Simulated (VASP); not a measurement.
# AlN (P6_3mc) in VASP: notebook, part 2 of 2

VASP 6.6.1.

### Step 3. Single point, PBE (strain -3.0%)

Input file INCAR:

```
ALGO = Normal
EDIFF = 1E-6
ENCUT = 520
GGA = PE
ISIF = 2
ISMEAR = 0
LASPH = T
LCHARG = F
LREAL = F
LWAVE = F
NBANDS = 16
NELM = 100
PREC = Accurate
SIGMA = 0.01
```

Input file KPOINTS:

```
k-points
0
Gamma
  6 6 4
```

Input file POSCAR:

```
AlN
1.0
    3.0134929474      0.0000000000      0.0000000000
   -1.5067464737      2.6097614465      0.0000000000
    0.0000000000      0.0000000000      4.8292338054
Al N
2 2
Direct
    0.3333333333      0.6666666667     -0.0035651602
    0.6666666667      0.3333333333      0.4964348398
    0.3333333333      0.6666666667      0.3785651602
    0.6666666667      0.3333333333      0.8785651602
```

Potentials or basis: VASP PAW PBE potentials, release 64 (Al, N).

Run with:

```
$ cat potpaw_PBE.64/Al/POTCAR potpaw_PBE.64/N/POTCAR > POTCAR
$ mpirun -np 1 vasp_std > vasp.out
```

OUTCAR:

```text
EDIFF = 1E-6
   ENCUT = 520
   GGA = PE
   ISIF = 2
   ISMEAR = 0
   LASPH = T
   LREAL = F
   NELM = 100
   PREC = Accurate

 ion  position               nearest neighbor table
   1  0.333  0.667  0.996-   4 1.83   4 1.83   4 1.83   3 1.85   2 2.98   2 2.98   2 2.98   2 2.98
                             2 2.98   2 2.98
   2  0.667  0.333  0.496-   3 1.83   3 1.83   3 1.83   4 1.85   1 2.98   1 2.98   1 2.98   1 2.98
                             1 2.98   1 2.98
   3  0.333  0.667  0.379-   2 1.83   2 1.83   2 1.83   1 1.85
   4  0.667  0.333  0.879-   1 1.83   1 1.83   1 1.83   2 1.85

  LATTYP: Found a hexagonal cell.
 ALAT       =     3.0134929474
 C/A-ratio  =     1.6025369529

  Lattice vectors:

 A1 = (   3.0134929474,   0.0000000000,   0.0000000000)
 A2 = (  -1.5067464737,   2.6097614465,   0.0000000000)
 A3 = (   0.0000000000,   0.0000000000,   4.8292338054)

Analysis of symmetry for initial positions (statically):
=====================================================================
 Subroutine PRICEL returns:
 Original cell was already a primitive cell.

 Routine SETGRP: Setting up the symmetry group for a
 hexagonal supercell.

 Subroutine GETGRP returns: Found 12 space group operations
 (whereof  6 operations were pure point group operations)
 out of a pool of 24 trial point group operations.

The static configuration has the point symmetry C_3v.
 The point group associated with its full space group is C_6v.

Analysis of symmetry for dynamics (positions and initial velocities):
=====================================================================
 Subroutine PRICEL returns:
 Original cell was already a primitive cell.

 Routine SETGRP: Setting up the symmetry group for a
 hexagonal supercell.

 Subroutine GETGRP returns: Found 12 space group operations
[... 121 lines left out ...]
   IALGO  =     38    algorithm
   IMIX   =      4    mixing-type and parameters
     AMIX     =   0.40;   BMIX     =  1.00
     AMIX_MAG =   1.60;   BMIX_MAG =  1.00
  volume/ion in A,a.u.               =       9.49        64.07
  Fermi-wavevector in a.u.,A,eV,Ry     =   1.227246  2.319159 20.492192  1.506134
  Thomas-Fermi vector in A             =   2.362217
   LORBIT       =      0    0 simple, 1 ext, 2 COOP (PROOUT), +10 PAW based schemes
   GGA     = PE    functional components
   LHFCALC =     F    Hartree Fock is set to
   AEXX    =    0.0000 exact exchange contribution
   IVDW    =     0    specifies the selected vdW correction
   LEPSILON=     F    determine dielectric tensor
   LRPA    =     F    only Hartree local field effects (RPA)
 non-spin polarized calculation
 Gauss-broadening in eV      SIGMA  =   0.01
  energy-cutoff  :      520.00
  volume of cell :       37.98
 maximum number of plane-waves:      1038
 NGX is ok and might be reduce to    24
   NGX = 11   NGY = 11   NGZ = 17

 number of electron      16.0000001 magnetization

 Free energy of the ion-electron system (eV)
  ---------------------------------------------------
  ext. energy  EPLUGINS =         0.00000000
  ---------------------------------------------------
  free energy    TOTEN  =       -29.42240621 eV

  energy without entropy =      -29.42240621  energy(sigma->0) =      -29.42240621

 E-fermi :   7.1622     XC(G=0): -11.3314

 val. band max:        7.1107217979   @ k =   0.0000   0.0000   0.0000
 cond. band min:      12.1768968934   @ k =   0.0000   0.0000   0.0000
 fundamental gap:      5.0661750955
 Fermi energy:         7.1622217760

 k-point     1 :       0.0000    0.0000    0.0000
  band No.  band energies     occupation
      1      -8.6757      2.00000
      2      -6.2245      2.00000
      3       0.6682      2.00000
      4       6.1988      2.00000
      5       6.1988      2.00000
      6       6.8664      2.00000
[... 376 lines left out ...]
      3       2.0115      2.00000
      4       2.0115      2.00000
      5       2.8858      2.00000
      6       2.8858      2.00000
[... 8 lines left out ...]
     15      21.5200      0.00000
     16      21.5200      0.00000

------------------------ aborting loop because EDIFF is reached ----------------------------------------

  FORCE on cell =-STRESS in cart. coord.  units (eV):
  Direction    XX          YY          ZZ          XY          YZ          ZX
  --------------------------------------------------------------------------------------
  -------------------------------------------------------------------------------------
  Total        6.6907267      6.6907267      6.1315135      0.0000000      0.0000000      0.0000000
  in kB      282.2504557    282.2504557    258.6598667      0.0000000      0.0000000      0.0000000
  external PRESSURE =     274.3869260 kB  Pullay stress =       0.0000000 kB

 VOLUME and BASIS-vectors are now :
 -----------------------------------------------------------------------------
  energy-cutoff  :      520.00
  volume of cell :       37.98
      direct lattice vectors                 reciprocal lattice vectors
     3.013492947  0.000000000  0.000000000     0.331840830  0.191588392  0.000000000
    -1.506746474  2.609761446  0.000000000     0.000000000  0.383176785  0.000000000
     0.000000000  0.000000000  4.829233805     0.000000000  0.000000000  0.207072186

 POSITION                                       TOTAL-FORCE (eV/Angst)
 -----------------------------------------------------------------------------------
     -0.00000      1.73984      4.81202         0.000000      0.000000     -0.007369
      1.50675      0.86992      2.39740        -0.000000     -0.000000     -0.007369
     -0.00000      1.73984      1.82818         0.000000      0.000000      0.007369
      1.50675      0.86992      4.24280        -0.000000      0.000000      0.007369
 -----------------------------------------------------------------------------------
    total drift:                               -0.000000      0.000000      0.001139

  FREE ENERGIE OF THE ION-ELECTRON SYSTEM (eV)
  ---------------------------------------------------
  free  energy   TOTEN  =       -29.4224062102 eV

  energy  without entropy=      -29.4224062102  energy(sigma->0) =      -29.42240621
```

stdout:

```text
POSCAR found type information on POSCAR AlN
 POSCAR found :  2 types and       4 ions
 scaLAPACK will be used
 LDA part: xc-table for (Slater+PW92), standard interpolation
 POSCAR, INCAR and KPOINTS ok, starting setup
 FFT: planning ... GRIDC
 FFT: planning ... GRID_SOFT
 FFT: planning ... GRID
 WAVECAR not read
 entering main loop
```

Run time: 9.1 s. Hardware: 1 thread of Intel Xeon 8259CL, shared host; peak memory 0.15 GiB.

What came out:

```yaml
Free_energy: -29.4224 eV
Pressure: 27.4 GPa
Largest_force: 0.007 eV/Å
Band_gap_on_the_k_mesh: 5.07 eV, direct
```

Forces on the atoms (eV/Å):
```
Al   0.000  0.000 -0.007
Al   0.000  0.000 -0.007
N    0.000  0.000  0.007
N    0.000  0.000  0.007
```

Caveat: the cell differs from its parent crystal (strain -3.0%). A k mesh can miss the band edges.

### Step 4. Single point, PBE (strain -2.0%)

Input file INCAR:

```
SYSTEM = AlN
PREC = Accurate ; ENCUT = 520
EDIFF = 1E-7 ; ISMEAR = 0
SIGMA = 0.01 ; LREAL = .FALSE.
LASPH = .TRUE. ; NELM = 60
ALGO = Normal ; ISIF = 2
LWAVE = .FALSE. ; LCHARG = .FALSE.
GGA = PE ; NBANDS = 16
```

Input file KPOINTS:

```
Automatic mesh
0
G
  6 6 4
  0 0 0
```

Input file POSCAR:

```
AlN
1.0
    3.0445598850      0.0000000000      0.0000000000
   -1.5222799425      2.6366662037      0.0000000000
    0.0000000000      0.0000000000      4.8790197209
Al N
2 2
Direct
    0.3333333333      0.6666666667     -0.0034832543
    0.6666666667      0.3333333333      0.4965167457
    0.3333333333      0.6666666667      0.3784832543
    0.6666666667      0.3333333333      0.8784832543
```

Run with:

```
$ cat potpaw_PBE.64/Al/POTCAR potpaw_PBE.64/N/POTCAR > POTCAR
$ mpirun -np 1 vasp_std > vasp.out
```

Run time: 12 s. Hardware: 1 thread of Intel Xeon 8259CL, shared host; peak memory 0.15 GiB.

Results (log left out):

| Property | Result |
| --- | --- |
| Free energy | -29.5935 eV |
| Pressure | 18.8 GPa |
| Largest force | 0.008 eV/Å |
| Band gap on the k mesh | 4.78 eV, direct |

Forces on the atoms (eV/Å):
```
Al   0.000  0.000 -0.008
Al   0.000  0.000 -0.008
N    0.000  0.000  0.008
N    0.000  0.000  0.008
```

Stress tensor (GPa, compression positive):
```
19.30  0.00  0.00
 0.00 19.30  0.00
 0.00  0.00 17.79
```

Levels at points of the mesh, in eV from the valence-band top:
```tsv
k point	band 4	band 5	band 6	band 7	band 8	band 9	band 10	band 11	band 12	band 13
(0.00, 0.00, 0.00)	-0.89	-0.89	-0.23	-0.23	0.00	4.78	7.24	11.14	11.63	11.63
(0.50, 0.00, 0.00)	-4.32	-3.50	-2.18	-1.87	-0.71	5.94	6.04	8.75	10.74	11.28
(0.00, 0.00, 0.50)	-3.44	-0.57	-0.57	-0.57	-0.57	7.04	7.04	10.86	10.86	11.95
(0.50, 0.00, 0.50)	-5.86	-1.53	-1.53	-1.43	-1.43	5.52	5.52	9.65	9.65	12.58
```

Caveat: the cell differs from its parent crystal (strain -2.0%).

### Step 5. Single point, PBE (strain -1.0%)

Input file INCAR:

```
SYSTEM = AlN
  ALGO = Normal
  EDIFF = 1E-6
  ENCUT = 520
  GGA = PE
  ISIF = 2
  ISMEAR = 0
  LASPH = .True.
  LCHARG = .False.
  LREAL = .False.
  LWAVE = .False.
  NBANDS = 16
  NELM = 100
  PREC = Accurate
  SIGMA = 0.01
```

Input file KPOINTS:

```
k-points
0
Gamma
  6 6 4
  0 0 0
```

Input file POSCAR:

```
AlN
1.0
    3.0756268226      0.0000000000      0.0000000000
   -1.5378134113      2.6635709609      0.0000000000
    0.0000000000      0.0000000000      4.9288056364
Al N
2 2
Direct
    0.3333333333      0.6666666667     -0.0033962569
    0.6666666667      0.3333333333      0.4966037431
    0.3333333333      0.6666666667      0.3783962569
    0.6666666667      0.3333333333      0.8783962569
```

Potentials or basis: VASP PAW PBE potentials, release 64 (Al, N).

Run with:

```
$ cat potpaw_PBE.64/Al/POTCAR potpaw_PBE.64/N/POTCAR > POTCAR
$ mpirun -np 1 vasp_std > vasp.out
```

OUTCAR:

```text
SYSTEM = AlN
   EDIFF = 1E-6
   ENCUT = 520
   GGA = PE
   ISIF = 2
   ISMEAR = 0
   LASPH = .True.
   LREAL = .False.
   NELM = 100
   PREC = Accurate

 ion  position               nearest neighbor table
   1  0.333  0.667  0.997-   4 1.87   4 1.87   4 1.87   3 1.88   2 3.04   2 3.04   2 3.04   2 3.04
                             2 3.04   2 3.04
   2  0.667  0.333  0.497-   3 1.87   3 1.87   3 1.87   4 1.88   1 3.04   1 3.04   1 3.04   1 3.04
                             1 3.04   1 3.04
   3  0.333  0.667  0.378-   2 1.87   2 1.87   2 1.87   1 1.88
   4  0.667  0.333  0.878-   1 1.87   1 1.87   1 1.87   2 1.88

  LATTYP: Found a hexagonal cell.
 ALAT       =     3.0756268226
 C/A-ratio  =     1.6025369529

  Lattice vectors:

 A1 = (   3.0756268226,   0.0000000000,   0.0000000000)
 A2 = (  -1.5378134113,   2.6635709609,   0.0000000000)
 A3 = (   0.0000000000,   0.0000000000,   4.9288056364)

Analysis of symmetry for initial positions (statically):
=====================================================================
 Subroutine PRICEL returns:
[... 176 lines left out ...]
 val. band max:        6.4841002379   @ k =   0.0000   0.0000   0.0000
 cond. band min:      10.9935592493   @ k =   0.0000   0.0000   0.0000
 fundamental gap:      4.5094590114
 Fermi energy:         6.5421379640

 k-point     1 :       0.0000    0.0000    0.0000
  band No.  band energies     occupation
      1      -8.9100      2.00000
      2      -6.6604      2.00000
      3       0.3348      2.00000
      4       5.6068      2.00000
      5       5.6068      2.00000
      6       6.2623      2.00000
[... 376 lines left out ...]
      3       1.5590      2.00000
      4       1.5590      2.00000
      5       2.4979      2.00000
      6       2.4979      2.00000
[... 8 lines left out ...]
     15      20.5166      0.00000
     16      20.5166      0.00000

------------------------ aborting loop because EDIFF is reached ----------------------------------------

  FORCE on cell =-STRESS in cart. coord.  units (eV):
  Direction    XX          YY          ZZ          XY          YZ          ZX
  --------------------------------------------------------------------------------------
  -------------------------------------------------------------------------------------
  Total        2.8790847      2.8790847      2.6783922      0.0000000      0.0000000      0.0000000
  in kB      114.2419017    114.2419017    106.2784367      0.0000000      0.0000000      0.0000000
  external PRESSURE =     111.5874134 kB  Pullay stress =       0.0000000 kB

 VOLUME and BASIS-vectors are now :
 -----------------------------------------------------------------------------
  energy-cutoff  :      520.00
  volume of cell :       40.38
      direct lattice vectors                 reciprocal lattice vectors
     3.075626823  0.000000000  0.000000000     0.325136975  0.187717920  0.000000000
    -1.537813411  2.663570961  0.000000000     0.000000000  0.375435840  0.000000000
     0.000000000  0.000000000  4.928805636     0.000000000  0.000000000  0.202888909

 POSITION                                       TOTAL-FORCE (eV/Angst)
 -----------------------------------------------------------------------------------
     -0.00000      1.77571      4.91207         0.000000     -0.000000     -0.008675
      1.53781      0.88786      2.44766        -0.000000      0.000000     -0.008675
     -0.00000      1.77571      1.86504        -0.000000     -0.000000      0.008675
      1.53781      0.88786      4.32944         0.000000     -0.000000      0.008675
 -----------------------------------------------------------------------------------
    total drift:                               -0.000000      0.000000     -0.001063

  FREE ENERGIE OF THE ION-ELECTRON SYSTEM (eV)
  ---------------------------------------------------
  free  energy   TOTEN  =       -29.7066215681 eV

  energy  without entropy=      -29.7066215681  energy(sigma->0) =      -29.70662157
```

OSZICAR:

```text
N       E                     dE             d eps       ncg     rms          rms(c)
DAV:   1     0.367603576608E+02    0.36760E+02   -0.72660E+03   672   0.888E+02
DAV:   2    -0.315272334332E+02   -0.68288E+02   -0.64246E+02   928   0.188E+02
DAV:   3    -0.345735344451E+02   -0.30463E+01   -0.30415E+01   864   0.407E+01
DAV:   4    -0.345909604807E+02   -0.17426E-01   -0.17425E-01   840   0.341E+00
DAV:   5    -0.345911883995E+02   -0.22792E-03   -0.22792E-03   864   0.401E-01    0.124E+01
DAV:   6    -0.297010343318E+02    0.48902E+01   -0.10654E+01   800   0.239E+01    0.426E+00
DAV:   7    -0.297185290320E+02   -0.17495E-01   -0.72804E-01   720   0.599E+00    0.301E+00
DAV:   8    -0.297109256888E+02    0.76033E-02   -0.58521E-02   736   0.221E+00    0.548E-01
DAV:   9    -0.297060885361E+02    0.48372E-02   -0.12262E-02   856   0.818E-01    0.238E-01
DAV:  10    -0.297066997037E+02   -0.61117E-03   -0.22625E-03   728   0.296E-01    0.128E-01
DAV:  11    -0.297066187878E+02    0.80916E-04   -0.18125E-04   768   0.103E-01    0.309E-02
DAV:  12    -0.297066217886E+02   -0.30008E-05   -0.11508E-05   768   0.270E-02    0.759E-03
DAV:  13    -0.297066215681E+02    0.22045E-06   -0.40510E-06   776   0.156E-02
   1 F= -.29706622E+02 E0= -.29706622E+02  d E =-.921264E-19
```

It took 11 s on 1 thread of Intel Xeon 8259CL, shared host; peak memory 0.15 GiB.

Results:

```yaml
Free_energy: -29.7066 eV
Pressure: 11.2 GPa
Largest_force: 0.009 eV/Å
Band_gap_on_the_k_mesh: 4.51 eV, direct
```

Forces in eV/Å, atoms in the order of the input:
```
Al   0.000  0.000 -0.009
Al   0.000  0.000 -0.009
N    0.000  0.000  0.009
N    0.000  0.000  0.009
```

Levels at points of the mesh, in eV from the valence-band top:
| k point | band 6 | band 7 | band 8 | band 9 | band 10 | band 11 |
| --- | --- | --- | --- | --- | --- | --- |
| (0.00, 0.00, 0.00) | -0.22 | -0.22 | 0.00 | 4.51 | 6.97 | 10.89 |
| (0.50, 0.00, 0.00) | -2.13 | -1.82 | -0.70 | 5.87 | 5.94 | 8.48 |
| (0.00, 0.00, 0.50) | -0.56 | -0.56 | -0.56 | 6.77 | 6.77 | 10.60 |
| (0.50, 0.00, 0.50) | -1.50 | -1.40 | -1.40 | 5.42 | 5.42 | 9.47 |

Caveat: the cell differs from its parent crystal (strain -1.0%).

### Step 6. Summary

| cell | gap on the mesh (eV) | pressure (GPa) | largest force (eV/Å) |
| --- | --- | --- | --- |
| a = 2.982, b = 2.982, c = 4.779 Å, angles 90.0, 90.0, 120.0°, 4 atoms | 5.09 | 37.2 | 0.01 |
| a = 3.013, b = 3.013, c = 4.829 Å, angles 90.0, 90.0, 120.0°, 4 atoms | 5.07 | 27.4 | 0.01 |
| a = 3.045, b = 3.045, c = 4.879 Å, angles 90.0, 90.0, 120.0°, 4 atoms | 4.78 | 18.8 | 0.01 |
| a = 3.076, b = 3.076, c = 4.929 Å, angles 90.0, 90.0, 120.0°, 4 atoms | 4.51 | 11.2 | 0.01 |

Alike in all rows: task single point; level PBE; potentials or basis VASP PAW PBE potentials, release 64 (Al, N); no spin polarisation; k mesh 6 × 6 × 4; cutoff (eV) 520; smearing gaussian 0.01 eV.

Absolute energies hang on the potentials; compare differences alone.
